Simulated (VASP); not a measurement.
# Si4BN3 (I-42m) in VASP: single point with PBE

Aim: the single point of Si4BN3 with PBE.

Program: VASP 6.6.1. These are calculated values, not measurements. Logs are shortened: lines on timing, memory, paths and dates and some standing lists are left out, and cuts for length are marked.

## Step 1: The cell of the first run

Symmetry: I-42m, No. 121, tetragonal system. The conventional cell has a = 4.360 Å, b = 4.360 Å, c = 8.727 Å, α = 90.00°, β = 90.00°, γ = 90.00°. Within 2.5 Å of Si (site symmetry m) lie 3 N at 1.87 to 1.88 Å and 1 B at 1.92 Å. B (site symmetry -42m) has 4 Si at 1.92 Å within 2.6 Å. N (site symmetry -4) has 4 Si at 1.87 Å within 2.5 Å. N (site symmetry -42m) has 4 Si at 1.88 Å within 2.5 Å.

## Step 2: Single point, PBE

INCAR

```
PREC = Accurate
ENCUT = 520
EDIFF = 1E-6
ISMEAR = 0
SIGMA = 0.1
LREAL = False
LASPH = True
NELM = 60
ALGO = Normal
ISIF = 2
LWAVE = False
LCHARG = False
GGA = PE
NBANDS = 27
```

KPOINTS

```
Automatic mesh
0
Gamma
  10 10 10
```

POSCAR

```
Si4BN3
1.0
   -2.1801810963      2.1801810963      4.3636385095
    2.1801810963     -2.1801810963      4.3636385095
    2.1801810963      2.1801810963     -4.3636385095
Si B N
4 1 3
Direct
    0.3820038844      0.8737806584      0.0000000000
    0.8737806584      0.3820038844      0.0000000000
    0.1262193416      0.1262193416      0.5082232259
    0.6179961156      0.6179961156      0.4917767741
    0.0000000000      0.0000000000      0.0000000000
    0.7500000000      0.2500000000      0.5000000000
    0.2500000000      0.7500000000      0.5000000000
    0.5000000000      0.5000000000      0.0000000000
```

Potentials or basis: VASP PAW PBE potentials, release 64 (Si, B, N).

Command:

```
> cat potpaw_PBE.64/Si/POTCAR potpaw_PBE.64/B/POTCAR potpaw_PBE.64/N/POTCAR > POTCAR
> mpirun -np 1 vasp_std > vasp.out
```

OUTCAR:

```text
PREC = Accurate
   ENCUT = 520
   EDIFF = 1E-6
   ISMEAR = 0
   LREAL = False
   LASPH = True
   NELM = 60
   ISIF = 2
   GGA = PE

 ion  position               nearest neighbor table
   1  0.382  0.874  0.000-   6 1.87   7 1.87   8 1.88   5 1.92   2 3.03   4 3.05   4 3.05   3 3.05
                             3 3.05   2 3.08   2 3.08   3 3.10   4 3.10   2 3.13   3 3.15   4 3.15
   2  0.874  0.382  0.000-   7 1.87   6 1.87   8 1.88   5 1.92   1 3.03   4 3.05   4 3.05   3 3.05
                             3 3.05   1 3.08   1 3.08   3 3.10   4 3.10   1 3.13   3 3.15   4 3.15
   3  0.126  0.126  0.508-   6 1.87   7 1.87   8 1.88   5 1.92   4 3.03   2 3.05   1 3.05   1 3.05
                             2 3.05   4 3.08   4 3.08   1 3.10   2 3.10   4 3.13   1 3.15   2 3.15
   4  0.618  0.618  0.492-   6 1.87   7 1.87   8 1.88   5 1.92   3 3.03   2 3.05   1 3.05   1 3.05
                             2 3.05   3 3.08   3 3.08   1 3.10   2 3.10   3 3.13   1 3.15   2 3.15
   5  0.000  0.000  0.000-   3 1.92   1 1.92   2 1.92   4 1.92
   6  0.750  0.250  0.500-   4 1.87   2 1.87   1 1.87   3 1.87
   7  0.250  0.750  0.500-   4 1.87   1 1.87   2 1.87   3 1.87
   8  0.500  0.500  0.000-   3 1.88   2 1.88   1 1.88   4 1.88

  LATTYP: Found a body centered tetragonal cell.
 ALAT       =     4.3603621926
 C/A-ratio  =     2.0015027728

  Lattice vectors:

 A1 = (  -2.1801810963,   2.1801810963,   4.3636385095)
 A2 = (   2.1801810963,  -2.1801810963,   4.3636385095)
 A3 = (   2.1801810963,   2.1801810963,  -4.3636385095)

Analysis of symmetry for initial positions (statically):
=====================================================================
 Subroutine PRICEL returns:
 Original cell was already a primitive cell.

 Routine SETGRP: Setting up the symmetry group for a
 body centered tetragonal supercell.

 Subroutine GETGRP returns: Found  8 space group operations
 (whereof  8 operations were pure point group operations)
 out of a pool of 16 trial point group operations.

The static configuration has the point symmetry D_2d.

Analysis of symmetry for dynamics (positions and initial velocities):
=====================================================================
 Subroutine PRICEL returns:
 Original cell was already a primitive cell.

 Routine SETGRP: Setting up the symmetry group for a
 body centered tetragonal supercell.

 Subroutine GETGRP returns: Found  8 space group operations
 (whereof  8 operations were pure point group operations)
 out of a pool of 16 trial point group operations.

The dynamic configuration has the point symmetry D_2d.

 Subroutine INISYM returns: Found  8 space group operations
 (whereof  8 operations are pure point group operations),
 and found     1 'primitive' translations

----------------------------------------------------------------------------------------

                                     Primitive cell

  volume of cell :      82.9648

  direct lattice vectors                    reciprocal lattice vectors
    -2.180181096  2.180181096  4.363638510     0.000000000  0.229338747  0.114583277
     2.180181096 -2.180181096  4.363638510     0.229338747  0.000000000  0.114583277
     2.180181096  2.180181096 -4.363638510     0.229338747  0.229338747  0.000000000

  length of vectors
     5.343006669  5.343006669  5.343006669     0.256370022  0.256370022  0.324333966

  position of ions in fractional coordinates (direct lattice)
     0.382003884  0.873780658  0.000000000
     0.873780658  0.382003884  0.000000000
     0.126219342  0.126219342  0.508223226
     0.617996116  0.617996116  0.491776774
     0.000000000  0.000000000  0.000000000
     0.750000000  0.250000000  0.500000000
     0.250000000  0.750000000  0.500000000
     0.500000000  0.500000000  0.000000000

  ion indices of the primitive-cell ions
   primitive index   ion index
                 1           1
                 2           2
                 3           3
                 4           4
                 5           5
                 6           6
                 7           7
                 8           8

----------------------------------------------------------------------------------------

 KPOINTS: Automatic mesh

Automatic generation of k-mesh.
 Grid dimensions read from file:
 generate k-points for:   10   10   10

 Generating k-lattice:

  Cartesian coordinates                     Fractional coordinates (reciprocal lattice)
     0.000000000  0.022933875  0.011458328     0.100000000  0.000000000 -0.000000000
     0.022933875  0.000000000  0.011458328     0.000000000  0.100000000 -0.000000000
     0.022933875  0.022933875  0.000000000     0.000000000  0.000000000  0.100000000

  Length of vectors
     0.025637002  0.025637002  0.032433397

  Shift w.r.t. Gamma in fractional coordinates (k-lattice)
     0.000000000  0.000000000  0.000000000

 Subroutine IBZKPT returns following result:
 ===========================================

 Found    102 irreducible k-points:

 Following reciprocal coordinates:
            Coordinates               Weight
  0.000000  0.000000  0.000000      1.000000
  0.100000  0.000000 -0.000000      8.000000
  0.200000  0.000000 -0.000000      8.000000
  0.300000  0.000000  0.000000      8.000000
  0.400000  0.000000 -0.000000      8.000000
  0.500000  0.000000 -0.000000      4.000000
[... 16 lines left out ...]
  0.300000  0.300000 -0.000000      8.000000
  0.400000  0.300000  0.000000     16.000000
 [... further k-points ...]
   k-points           NKPTS =    102   k-points in BZ     NKDIM =    102   number of bands    NBANDS=     27
   number of dos      NEDOS =    301   number of ions     NIONS =      8
   total plane-waves  NPLWV =  64000
   dimension x,y,z NGX =    40 NGY =   40 NGZ =   40
   dimension x,y,z NGXF=    80 NGYF=   80 NGZF=   80
   ions per type =               4   1   3
   NGX,Y,Z   is equivalent  to a cutoff of  12.45, 12.45, 12.45 a.u.
   NGXF,Y,Z  is equivalent  to a cutoff of  24.89, 24.89, 24.89 a.u.
 SYSTEM =  unknown system
   PREC   = accura    normal or accurate (medium, high low for compatibility)
   ISTART =      0    job   : 0-new  1-cont  2-samecut
   ICHARG =      2    charge: 1-file 2-atom 10-const
   ISPIN  =      1    spin polarized calculation?
   LNONCOLLINEAR =      F non collinear calculations
   LSORBIT =      F    spin-orbit coupling
   LASPH  =      T    aspherical Exc in radial PAW
   ENCUT  =  520.0 eV  38.22 Ry    6.18 a.u.   9.93  9.93  9.93*2*pi/ulx,y,z
   NELM   =     60;   NELMIN=  2; NELMDL= -5     # of ELM steps
   EDIFF  = 0.1E-05   stopping-criterion for ELM
   LREAL  =      F    real-space projection
   EDIFFG = 0.1E-04   stopping-criterion for IOM
   NSW    =      0    number of steps for IOM
   IBRION =     -1    ionic relax: 0-MD 1-quasi-New 2-CG
   NFREE  =      0    steps in history (QN), initial steepest desc. (CG)
   ISIF   =      2    stress and relaxation
   ISYM   =      2    0-nonsym 1-usesym 2-fastsym
   POTIM  = 0.5000    time-step for ionic-motion
   TEBEG  =    0.0;   TEEND  =   0.0 temperature during run
   PSTRESS=    0.0 pullay stress
   NELECT =      34.0000    total number of electrons
   NUPDOWN=      -1.0000    fix difference up-down
   EMIN   =  10.00;   EMAX   =-10.00  energy-range for DOS
   EFERMI =   0.00;   METHOD = LEGACY
   ISMEAR =     0;   SIGMA  =   0.10  broadening in eV -4-tet -1-fermi 0-gaus
   EFERMI_NEDOS =   21; number of points for ismear=-14 and -15
   IALGO  =     38    algorithm
   IMIX   =      4    mixing-type and parameters
     AMIX     =   0.40;   BMIX     =  1.00
     AMIX_MAG =   1.60;   BMIX_MAG =  1.00
  volume/ion in A,a.u.               =      10.37        69.98
  Fermi-wavevector in a.u.,A,eV,Ry     =   1.216008  2.297922 20.118608  1.478676
  Thomas-Fermi vector in A             =   2.351376
   LORBIT       =      0    0 simple, 1 ext, 2 COOP (PROOUT), +10 PAW based schemes
   GGA     = PE    functional components
   LHFCALC =     F    Hartree Fock is set to
   AEXX    =    0.0000 exact exchange contribution
   IVDW    =     0    specifies the selected vdW correction
   LEPSILON=     F    determine dielectric tensor
   LRPA    =     F    only Hartree local field effects (RPA)
 non-spin polarized calculation
 Gauss-broadening in eV      SIGMA  =   0.10
  energy-cutoff  :      520.00
  volume of cell :       82.96
 maximum number of plane-waves:      2254
   NGX = 19   NGY = 19   NGZ = 19

 number of electron      34.0000000 magnetization

 Free energy of the ion-electron system (eV)
  ---------------------------------------------------
  ext. energy  EPLUGINS =         0.00000000
  ---------------------------------------------------
  free energy    TOTEN  =       -55.25490306 eV

  energy without entropy =      -55.24256465  energy(sigma->0) =      -55.24873386

 E-fermi :  11.1093     XC(G=0): -11.4162

 val. band max:       11.1073072063   @ k =  -0.4000   0.2000   0.0000
 cond. band min:      11.1196174378   @ k =   0.5000   0.4000   0.0000
 fundamental gap:      0.0123102314
 Fermi energy:        11.1093490138

 k-point     1 :       0.0000    0.0000    0.0000
  band No.  band energies     occupation
      1      -9.8712      2.00000
      2      -7.2075      2.00000
      3      -7.1927      2.00000
      4      -0.5874      2.00000
      5       0.0910      2.00000
      6       0.0910      2.00000
[... 19 lines left out ...]
     26      15.8501      0.00000
     27      15.9291      0.00000

 k-point     2 :       0.1000    0.0000   -0.0000
  band No.  band energies     occupation
      1      -9.8134      2.00000
      2      -7.2613      2.00000
      3      -7.2245      2.00000
      4      -0.6143      2.00000
      5      -0.1799      2.00000
      6       0.0672      2.00000
[... 652 lines left out ...]
 k-point    24 :       0.4000    0.3000    0.0000
  band No.  band energies     occupation
      1      -8.5245      2.00000
      2      -8.1253      2.00000
      3      -7.8048      2.00000
      4      -2.0866      2.00000
      5      -0.7911      2.00000
      6      -0.0285      2.00000
[... 19 lines left out ...]
     26      15.9620      0.00000
     27      16.4765      0.00000

 [... further k-points ...]

------------------------ aborting loop because EDIFF is reached ----------------------------------------

  FORCE on cell =-STRESS in cart. coord.  units (eV):
  Direction    XX          YY          ZZ          XY          YZ          ZX
  --------------------------------------------------------------------------------------
  -------------------------------------------------------------------------------------
  Total       -0.0798993     -0.0798993     -0.0787859      0.0000000      0.0000000      0.0000000
  in kB       -1.5429776     -1.5429776     -1.5214755      0.0000000      0.0000000      0.0000000
  external PRESSURE =      -1.5358102 kB  Pullay stress =       0.0000000 kB

 VOLUME and BASIS-vectors are now :
 -----------------------------------------------------------------------------
  energy-cutoff  :      520.00
  volume of cell :       82.96
      direct lattice vectors                 reciprocal lattice vectors
    -2.180181096  2.180181096  4.363638510     0.000000000  0.229338747  0.114583277
     2.180181096 -2.180181096  4.363638510     0.229338747  0.000000000  0.114583277
     2.180181096  2.180181096 -4.363638510     0.229338747  0.229338747  0.000000000

 POSITION                                       TOTAL-FORCE (eV/Angst)
 -----------------------------------------------------------------------------------
      1.07216     -1.07216      5.47979        -0.001894      0.001894     -0.002013
     -1.07216      1.07216      5.47979         0.001894     -0.001894     -0.002013
      1.10802      1.10802     -1.11615         0.001894      0.001894      0.002013
      1.07216      1.07216      3.24749        -0.001894     -0.001894      0.002013
      0.00000      0.00000      0.00000        -0.000000     -0.000000     -0.000000
      0.00000      2.18018      2.18182        -0.000000     -0.000000     -0.000000
      2.18018      0.00000      2.18182        -0.000000     -0.000000      0.000000
      0.00000      0.00000      4.36364        -0.000000     -0.000000      0.000000
 -----------------------------------------------------------------------------------
    total drift:                               -0.000002     -0.000002     -0.000001

  FREE ENERGIE OF THE ION-ELECTRON SYSTEM (eV)
  ---------------------------------------------------
  free  energy   TOTEN  =       -55.2549030630 eV

  energy  without entropy=      -55.2425646506  energy(sigma->0) =      -55.24873386
```

Wall time 2.7 min (1 thread of Intel Xeon 6975P-C (Granite Rapids), shared host); peak memory 0.35 GiB.

Results:

```
Free energy            : -55.2549 eV
Pressure               : -0.2 GPa
Largest force          : 0.003 eV/Å
Band gap on the k mesh : zero (bands 17 and 18 overlap by 2.88 eV)
```

Forces in eV/Å, atoms in the order of the input:
```
Si  -0.002  0.002 -0.002
Si   0.002 -0.002 -0.002
Si   0.002  0.002  0.002
Si  -0.002 -0.002  0.002
B    0.000  0.000  0.000
N    0.000  0.000  0.000
N    0.000  0.000  0.000
N    0.000  0.000  0.000
```
